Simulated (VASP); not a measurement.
# PtSe2 (P-3m1) in VASP: further runs

The runs below take PtSe2 through relaxation of shape and atoms at fixed volume, with PBE+D3(BJ).

Everything below comes from runs of VASP 6.6.1. Logs are shortened: lines on timing, memory, paths and dates and some standing lists are left out, and cuts for length are marked.

## 1. The cell of the first run

Symmetry: P-3m1, No. 164, trigonal system. Conventional cell: a = 3.682 Å, b = 3.682 Å, c = 4.452 Å, α = 90.00°, β = 90.00°, γ = 120.00°. Within 3.3 Å of Pt (site symmetry -3m) lie 6 Se at 2.47 Å. Within 3.3 Å of Se (site symmetry 3m) lie 3 Pt at 2.47 Å and 6 Se at 2.89 to 3.28 Å.

## 2. Relaxation of shape and atoms at fixed volume, PBE+D3(BJ) (17.43 Å³/atom)

Contents of INCAR:

```
  ALGO = Normal
  EDIFF = 1E-7
  EDIFFG = -0.01
  ENCUT = 600
  GGA = PE
  IBRION = 2
  ISIF = 4
  ISMEAR = 0
  IVDW = 12
  LASPH = T
  LCHARG = F
  LREAL = F
  LWAVE = F
  NELM = 80
  NSW = 50
  PREC = Accurate
  SIGMA = 0.1
```

Contents of KPOINTS:

```
k-points
0
Gamma
  15 15 10
```

Contents of POSCAR:

```
PtSe2
1.0
    3.6823603807      0.0000000000      0.0000000000
   -1.8411801904      3.1890176356      0.0000000000
    0.0000000000      0.0000000000      4.4523914355
Pt Se
1 2
Direct
    0.0000000000      0.0000000000      0.0000000000
    0.3333333333      0.6666666667      0.2804692503
    0.6666666667      0.3333333333      0.7195307497
```

Potentials or basis: VASP PAW PBE potentials, release 64 (Pt, Se).

Run with:

```bash
$ cat potpaw_PBE.64/Pt/POTCAR potpaw_PBE.64/Se/POTCAR > POTCAR
$ mpirun -np 1 vasp_std > vasp.out
```

OUTCAR:

```text
EDIFF = 1E-7
   EDIFFG = -0.01
   ENCUT = 600
   GGA = PE
   IBRION = 2
   ISIF = 4
   ISMEAR = 0
   IVDW = 12
   LASPH = T
   LREAL = F
   NELM = 80
   NSW = 50
   PREC = Accurate
 IVDW          = 12

 ion  position               nearest neighbor table
   1  0.000  0.000  0.000-   2 2.47   3 2.47   3 2.47   2 2.47   3 2.47   2 2.47
   2  0.333  0.667  0.280-   1 2.47   1 2.47   1 2.47
   3  0.667  0.333  0.720-   1 2.47   1 2.47   1 2.47

  LATTYP: Found a hexagonal cell.
 ALAT       =     3.6823603807
 C/A-ratio  =     1.2091134422

  Lattice vectors:

 A1 = (   3.6823603807,   0.0000000000,   0.0000000000)
 A2 = (  -1.8411801904,   3.1890176356,   0.0000000000)
 A3 = (   0.0000000000,   0.0000000000,   4.4523914355)

Analysis of symmetry for initial positions (statically):
=====================================================================
 Subroutine PRICEL returns:
 Original cell was already a primitive cell.

 Routine SETGRP: Setting up the symmetry group for a
 hexagonal supercell.

 Subroutine GETGRP returns: Found 12 space group operations
 (whereof 12 operations were pure point group operations)
 out of a pool of 24 trial point group operations.

The static configuration has the point symmetry D_3d.

Analysis of symmetry for dynamics (positions and initial velocities):
=====================================================================
 Subroutine PRICEL returns:
 Original cell was already a primitive cell.

 Routine SETGRP: Setting up the symmetry group for a
 hexagonal supercell.

 Subroutine GETGRP returns: Found 12 space group operations
 (whereof 12 operations were pure point group operations)
 out of a pool of 24 trial point group operations.

The dynamic configuration has the point symmetry D_3d.

 Subroutine INISYM returns: Found 12 space group operations
 (whereof 12 operations are pure point group operations),
 and found     1 'primitive' translations

----------------------------------------------------------------------------------------

                                     Primitive cell

  volume of cell :      52.2849

  direct lattice vectors                    reciprocal lattice vectors
     3.682360381  0.000000000  0.000000000     0.271564947  0.156788095  0.000000000
    -1.841180190  3.189017636  0.000000000     0.000000000  0.313576190  0.000000000
     0.000000000  0.000000000  4.452391436     0.000000000  0.000000000  0.224598402

  length of vectors
     3.682360381  3.682360381  4.452391436     0.313576190  0.313576190  0.224598402

  position of ions in fractional coordinates (direct lattice)
     0.000000000  0.000000000  0.000000000
     0.333333333  0.666666667  0.280469250
     0.666666667  0.333333333  0.719530750

  ion indices of the primitive-cell ions
   primitive index   ion index
                 1           1
                 2           2
                 3           3

----------------------------------------------------------------------------------------

 KPOINTS: k-points

Automatic generation of k-mesh.
 Grid dimensions read from file:
 generate k-points for:   15   15   10

 Generating k-lattice:

  Cartesian coordinates                     Fractional coordinates (reciprocal lattice)
     0.018104330  0.010452540  0.000000000     0.066666667  0.000000000  0.000000000
     0.000000000  0.020905079  0.000000000     0.000000000  0.066666667  0.000000000
     0.000000000  0.000000000  0.022459840     0.000000000  0.000000000  0.100000000

  Length of vectors
     0.020905079  0.020905079  0.022459840

  Shift w.r.t. Gamma in fractional coordinates (k-lattice)
     0.000000000  0.000000000  0.000000000

 Subroutine IBZKPT returns following result:
 ===========================================

 Found    238 irreducible k-points:

 Following reciprocal coordinates:
            Coordinates               Weight
  0.000000  0.000000  0.000000      1.000000
  0.066667 -0.000000  0.000000      6.000000
  0.133333 -0.000000  0.000000      6.000000
  0.200000 -0.000000  0.000000      6.000000
  0.266667 -0.000000  0.000000      6.000000
  0.333333  0.000000  0.000000      6.000000
[... 16 lines left out ...]
  0.333333  0.200000  0.000000     12.000000
  0.400000  0.200000  0.000000      6.000000
 [... further k-points ...]
   k-points           NKPTS =    238   k-points in BZ     NKDIM =    238   number of bands    NBANDS=     15
   number of dos      NEDOS =    301   number of ions     NIONS =      3
   total plane-waves  NPLWV =  32400
   dimension x,y,z NGX =    30 NGY =   30 NGZ =   36
   dimension x,y,z NGXF=    60 NGYF=   60 NGZF=   72
   ions per type =               1   2
   NGX,Y,Z   is equivalent  to a cutoff of  13.54, 13.54, 13.44 a.u.
   NGXF,Y,Z  is equivalent  to a cutoff of  27.09, 27.09, 26.88 a.u.
 SYSTEM =  unknown system
   PREC   = accura    normal or accurate (medium, high low for compatibility)
   ISTART =      0    job   : 0-new  1-cont  2-samecut
   ICHARG =      2    charge: 1-file 2-atom 10-const
   ISPIN  =      1    spin polarized calculation?
   LNONCOLLINEAR =      F non collinear calculations
   LSORBIT =      F    spin-orbit coupling
   LASPH  =      T    aspherical Exc in radial PAW
   ENCUT  =  600.0 eV  44.10 Ry    6.64 a.u.   7.35  7.35  8.89*2*pi/ulx,y,z
   NELM   =     80;   NELMIN=  2; NELMDL= -5     # of ELM steps
   EDIFF  = 0.1E-06   stopping-criterion for ELM
   LREAL  =      F    real-space projection
   EDIFFG = -.1E-01   stopping-criterion for IOM
   NSW    =     50    number of steps for IOM
   IBRION =      2    ionic relax: 0-MD 1-quasi-New 2-CG
   NFREE  =      1    steps in history (QN), initial steepest desc. (CG)
   ISIF   =      4    stress and relaxation
   ISYM   =      2    0-nonsym 1-usesym 2-fastsym
   POTIM  = 0.5000    time-step for ionic-motion
   TEBEG  =    0.0;   TEEND  =   0.0 temperature during run
   PSTRESS=    0.0 pullay stress
   NELECT =      22.0000    total number of electrons
   NUPDOWN=      -1.0000    fix difference up-down
   EMIN   =  10.00;   EMAX   =-10.00  energy-range for DOS
   EFERMI =   0.00;   METHOD = LEGACY
   ISMEAR =     0;   SIGMA  =   0.10  broadening in eV -4-tet -1-fermi 0-gaus
   EFERMI_NEDOS =   21; number of points for ismear=-14 and -15
   IALGO  =     38    algorithm
   IMIX   =      4    mixing-type and parameters
     AMIX     =   0.40;   BMIX     =  1.00
     AMIX_MAG =   1.60;   BMIX_MAG =  1.00
  volume/ion in A,a.u.               =      17.43       117.61
  Fermi-wavevector in a.u.,A,eV,Ry     =   1.226752  2.318226 20.475696  1.504921
  Thomas-Fermi vector in A             =   2.361741
   LORBIT       =      0    0 simple, 1 ext, 2 COOP (PROOUT), +10 PAW based schemes
   GGA     = PE    functional components
   LHFCALC =     F    Hartree Fock is set to
   AEXX    =    0.0000 exact exchange contribution
   IVDW    =    12    specifies the selected vdW correction
   LEPSILON=     F    determine dielectric tensor
   LRPA    =     F    only Hartree local field effects (RPA)
 conjugate gradient relaxation of ions
 non-spin polarized calculation
 Gauss-broadening in eV      SIGMA  =   0.10
  energy-cutoff  :      600.00
  volume of cell :       52.28
 maximum number of plane-waves:      1777
 NGX is ok and might be reduce to    30
   NGX = 15   NGY = 15   NGZ = 17

--------------------------------------- Ionic step        1  -------------------------------------------

 number of electron      21.9999998 magnetization

 Free energy of the ion-electron system (eV)
  ---------------------------------------------------
  ext. energy  EPLUGINS =         0.00000000
  ---------------------------------------------------
  free energy    TOTEN  =       -13.74526654 eV

  energy without entropy =      -13.74231137  energy(sigma->0) =      -13.74378895

------------------------ aborting loop because EDIFF is reached ----------------------------------------

 Edisp (eV)   -1.67612

 E8    (eV) :    -0.7195

  FORCE on cell =-STRESS in cart. coord.  units (eV):
  Direction    XX          YY          ZZ          XY          YZ          ZX
  --------------------------------------------------------------------------------------
  -------------------------------------------------------------------------------------
  Total       4.94825     4.94825     4.41683    -0.00000     0.00000    -0.00000
  in kB     151.63012   151.63012   135.34563    -0.00000     0.00000    -0.00000
  external pressure =      146.20 kB  Pullay stress =        0.00 kB
[... 186 lines left out ...]
  energy  without entropy=      -15.4278453117  energy(sigma->0) =      -15.42930833

--------------------------------------- Ionic step        6  -------------------------------------------

 number of electron      21.9999996 magnetization

 Free energy of the ion-electron system (eV)
  ---------------------------------------------------
  ext. energy  EPLUGINS =         0.00000000
  ---------------------------------------------------
  free energy    TOTEN  =       -13.75414511 eV

  energy without entropy =      -13.75123442  energy(sigma->0) =      -13.75268976

 E-fermi :   8.4411     XC(G=0): -11.5341

 val. band max:        8.4410244578   @ k =   0.0000   0.2000   0.3000
 cond. band min:       8.4431628409   @ k =   0.0000   0.3333   0.4000
 fundamental gap:      0.0021383831
 Fermi energy:         8.4410612420

 k-point     1 :       0.0000    0.0000    0.0000
  band No.  band energies     occupation
      1      -8.2897      2.00000
      2      -3.9116      2.00000
      3       0.5901      2.00000
      4       1.6318      2.00000
      5       1.6318      2.00000
      6       4.3585      2.00000
      7       4.3585      2.00000
      8       5.8263      2.00000
      9       7.3659      2.00000
     10       7.3659      2.00000
     11       8.9906      0.00000
     12       8.9906      0.00000
     13       9.3904      0.00000
     14      11.4744      0.00000
     15      13.1849      0.00000
[... 397 lines left out ...]
 k-point    24 :       0.4000    0.2000    0.0000
  band No.  band energies     occupation
      1      -6.0165      2.00000
      2      -5.5965      2.00000
      3       0.6518      2.00000
      4       2.0253      2.00000
      5       2.2131      2.00000
      6       3.2627      2.00000
      7       3.9205      2.00000
      8       4.7217      2.00000
      9       5.4632      2.00000
     10       6.0724      2.00000
     11       7.0179      2.00000
     12       8.4768      0.61297
     13       9.7445      0.00000
     14      12.5982      0.00000
     15      15.2049      0.00000

 [... further k-points ...]

------------------------ aborting loop because EDIFF is reached ----------------------------------------

 Edisp (eV)   -1.67668

 E8    (eV) :    -0.7199

  FORCE on cell =-STRESS in cart. coord.  units (eV):
  Direction    XX          YY          ZZ          XY          YZ          ZX
  --------------------------------------------------------------------------------------
  -------------------------------------------------------------------------------------
  Total       4.21049     4.21049     4.19850    -0.00000     0.00000    -0.00000
  in kB     129.02272   129.02272   128.65544    -0.00000     0.00000    -0.00000
  external pressure =      128.90 kB  Pullay stress =        0.00 kB
[... 18 lines left out ...]
  FREE ENERGIE OF THE ION-ELECTRON SYSTEM (eV)
  ---------------------------------------------------
  free  energy   TOTEN  =       -15.4308255363 eV

  energy  without entropy=      -15.4279148528  energy(sigma->0) =      -15.42937019

 reached required accuracy - stopping structural energy minimisation
```

Wall time 4.4 min (1 thread of Intel Xeon 6975P-C (Granite Rapids), shared host); peak memory 0.39 GiB.

What came out:

| Property | Result |
| --- | --- |
| Free energy | -15.4308 eV |
| Energy gained by relaxing | 3.1 meV/atom |
| Ionic steps | 6 |
| Pressure after relaxing | 12.9 GPa |
| Largest force after relaxing | 0.004 eV/Å |
| Band gap on the k mesh | zero (bands 11 and 12 overlap by 0.96 eV) |
| Dispersion energy per atom | -0.559 eV |

Forces on the atoms (eV/Å):
```
Pt   0.000  0.000  0.000
Se   0.000  0.000  0.004
Se   0.000  0.000 -0.004
```

Step by step:
```tsv
step	energy change (eV)	largest force (eV/Å)	pressure (GPa)	volume (Å³)
1	0.0000	0.3523	14.62	52.28
2	-0.0089	0.0528	13.23	52.28
3	-0.0092	0.0220	12.90	52.28
4	-0.0092	0.0146	12.93	52.28
5	-0.0094	0.0050	12.91	52.28
6	-0.0094	0.0044	12.89	52.28
```

Final structure:
```
Pt Se
1.0
     3.70031    0.00000    0.00000
    -1.85016    3.20456    0.00000
     0.00000    0.00000    4.40930
Pt Se
1 2
Cartesian
  0.0000 0.0000 0.0000
  0.0000 2.1364 1.2559
  1.8502 1.0682 3.1534
```

Levels at points of the mesh, in eV from the Fermi level:
```tsv
k point	band 8	band 9	band 10	band 11	band 12	band 13	band 14	band 15
(0.00, 0.00, 0.00)	-2.61	-1.08	-1.08	0.55	0.55	0.95	3.03	4.74
(0.00, 0.00, 0.50)	-3.05	-2.37	-2.37	-1.78	2.77	2.77	5.27	6.35
```

Caveat: spin-orbit coupling is left out, which moves the levels of the heavy elements.

## 3. Relaxation of shape and atoms at fixed volume, PBE+D3(BJ) (18.02 Å³/atom)

This run uses another cell than the first one, of 18.02 Å³/atom.

Contents of INCAR:

```
ALGO = Normal
EDIFF = 1E-6
EDIFFG = -0.01
ENCUT = 600
GGA = PE
IBRION = 2
ISIF = 4
ISMEAR = 0
IVDW = 12
LASPH = T
LCHARG = F
LREAL = F
LWAVE = F
NELM = 100
NSW = 50
PREC = Accurate
SIGMA = 0.1
```

KPOINTS is that of step 2.

Contents of POSCAR:

```
PtSe2
1.0
    3.7032498570      0.0000000000      0.0000000000
   -1.8516249285      3.2071084527      0.0000000000
    0.0000000000      0.0000000000      4.5523810607
Pt Se
1 2
Direct
    0.0000000000      0.0000000000      0.0000000000
    0.3333333333      0.6666666667      0.2759417163
    0.6666666667      0.3333333333      0.7240582837
```

Potentials or basis: VASP PAW PBE potentials, release 64 (Pt, Se).

Run with:

```bash
$ cat potpaw_PBE.64/Pt/POTCAR potpaw_PBE.64/Se/POTCAR > POTCAR
$ mpirun -np 1 vasp_std > vasp.out
```

It took 4 min on 1 thread of Intel Xeon 6975P-C (Granite Rapids), shared host; peak memory 0.39 GiB.

The run converged. Its results:

| Item | Value |
| --- | --- |
| Free energy | -15.5485 eV |
| Energy gained by relaxing | 3.3 meV/atom |
| Ionic steps | 6 |
| Pressure after relaxing | 8.4 GPa |
| Largest force after relaxing | 0.004 eV/Å |
| Band gap on the k mesh | zero (bands 11 and 12 overlap by 0.93 eV) |
| Dispersion energy per atom | -0.540 eV |

Forces on the atoms (eV/Å):
```
Pt   0.000  0.000  0.000
Se   0.000  0.000  0.004
Se   0.000  0.000 -0.004
```

The path:
```csv
step,energy change (eV),largest force (eV/Å),pressure (GPa),volume (Å³)
1,0.0000,0.3452,10.20,54.07
2,-0.0090,0.0744,8.88,54.07
3,-0.0096,0.0252,8.43,54.07
4,-0.0096,0.0181,8.46,54.07
5,-0.0098,0.0073,8.44,54.07
6,-0.0099,0.0038,8.41,54.07
```

Final structure:
```
Pt Se
1.0
     3.72282    0.00000    0.00000
    -1.86141    3.22406    0.00000
     0.00000    0.00000    4.50464
Pt Se
1 2
Cartesian
  0.0000 0.0000 0.0000
  0.0000 2.1494 1.2636
  1.8614 1.0747 3.2411
```

Levels at points of the mesh, in eV from the Fermi level:
| k point | band 7 | band 8 | band 9 | band 10 | band 11 | band 12 | band 13 | band 14 | band 15 |
| --- | --- | --- | --- | --- | --- | --- | --- | --- | --- |
| (0.00, 0.00, 0.00) | -3.98 | -2.57 | -1.05 | -1.05 | 0.68 | 0.68 | 0.97 | 3.07 | 4.55 |
| (0.00, 0.00, 0.50) | -4.09 | -3.02 | -2.19 | -2.19 | -1.75 | 2.64 | 2.64 | 5.20 | 6.39 |

Caveat: spin-orbit coupling is left out, which moves the levels of the heavy elements.
